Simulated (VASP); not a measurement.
Input of a VASP 6.6.1 run:

Contents of INCAR:

```
SYSTEM = Se
PREC = Accurate ; ENCUT = 600
EDIFF = 1E-7 ; ISMEAR = 0
SIGMA = 0.1 ; LREAL = .False.
LASPH = .True. ; NELM = 60
ALGO = Normal ; ISIF = 3
LWAVE = .False. ; LCHARG = .False.
GGA = PE ; IBRION = 2
NSW = 90 ; EDIFFG = -0.04
```

The input KPOINTS:

```
regular mesh
0
Gamma
  6 6 6
  0 0 0
```

The input POSCAR:

```
Se
1.0
   -2.2601148900      2.2601148900      5.4503532500
    2.2601148900     -2.2601148900      5.4503532500
    2.2601148900      2.2601148900     -5.4503532500
Se
6
Direct
    0.7872112300      0.7872112300      0.0000000000
    0.5372112300      0.0372112300      0.5000000000
    0.9627887700      0.4627887700      0.5000000000
    0.2127887700      0.2127887700      0.0000000000
    0.0000000000      0.0000000000      0.0000000000
    0.7500000000      0.2500000000      0.5000000000
```

Potentials or basis: VASP PAW PBE potentials, release 64 (Se).

Run with:

```bash
$ cat potpaw_PBE.64/Se/POTCAR > POTCAR
$ mpirun -np 1 vasp_std > vasp.out
```

Problem. Estimate the relaxed volume.

Solution. 24.54 Å³/atom.

Problem. Estimate the space group after relaxing (to 0.1 Å).

Solution. I4_1/amd (No. 141).

Forces on the atoms (eV/Å):
```
Se   0.000  0.000  0.008
Se   0.000  0.000  0.008
Se   0.000  0.000 -0.008
Se   0.000  0.000 -0.008
Se   0.000  0.000  0.000
Se   0.000  0.000  0.000
```

Caveat: the volume moved by over 15 % at a fixed basis, so the end points are rough.
